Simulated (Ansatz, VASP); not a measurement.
# Two plane-wave programs on Zr2O

Contents of INCAR:

```
SYSTEM = Zr2O
  PREC = Accurate
  ENCUT = 520
  EDIFF = 1E-7
  ISMEAR = 0
  SIGMA = 0.15
  LREAL = .False.
  LASPH = .True.
  NELM = 60
  ALGO = Normal
  ISIF = 2
  LWAVE = .False.
  LCHARG = .False.
  GGA = PS
  NBANDS = 39
```

Contents of KPOINTS:

```
regular mesh
0
Gamma
  10 10 10
  0 0 0
```

The input POSCAR:

```
Zr2O
1.0
    4.6562795393      0.0000000000      0.0000000000
    0.0000000000      4.6562795393      0.0000000000
    0.0000000000      0.0000000000      4.6562795393
Zr O
4 2
Direct
    0.2500000000      0.2500000000      0.7500000000
    0.7500000000      0.2500000000      0.2500000000
    0.2500000000      0.7500000000      0.2500000000
    0.7500000000      0.7500000000      0.7500000000
    0.0000000000      0.0000000000      0.0000000000
    0.5000000000      0.5000000000      0.5000000000
```

Input for Ansatz:

```yaml
crystal:
  lattice:
    - [4.6562795393, 0.0, 0.0]
    - [0.0, 4.6562795393, 0.0]
    - [0.0, 0.0, 4.6562795393]
  atoms:
    - { symbol: Zr, position: [0.25, 0.25, 0.75] }
    - { symbol: Zr, position: [0.75, 0.25, 0.25] }
    - { symbol: Zr, position: [0.25, 0.75, 0.25] }
    - { symbol: Zr, position: [0.75, 0.75, 0.75] }
    - { symbol: O, position: [0.0, 0.0, 0.0] }
    - { symbol: O, position: [0.5, 0.5, 0.5] }
basis:
  ecutwfc: 420
kpoints:
  mp_grid: { grid: [10, 10, 10] }
hamiltonian:
  xc: pbesol
scf:
  occupations: { method: gaussian, width: 0.15 }
output:
  forces: true
  stress: true
  eigenvalues: true
```

Change from the starting cell: strain -0.030 along x and y, -0.030 along z, atoms carried along.

Alike in both runs: task single point; functional PBEsol; k mesh 10 × 10 × 10; occupations gaussian, width 0.15 eV; no spin polarisation.

|  | VASP | Ansatz |
| --- | --- | --- |
| version | VASP 6.6.1 | Ansatz 0.2.0 |
| potentials or method | VASP PAW PBE potentials, release 64 (Zr_sv, O), cutoff 520 eV | scalar-relativistic, plane waves, PAW |
| valence electrons in the cell | 60 | 60 |

VASP gave:

- gap on the k mesh at the Fermi level (eV): none
- pressure (GPa): 16.0

**Question.** Which values does Ansatz return?

**Answer.** gap on the k mesh at the Fermi level (eV): none; pressure (GPa): 15.6.

VASP's potentials were made for PBE, not for PBEsol. A gap of «none» marks a metal or a gap that the smearing closes.
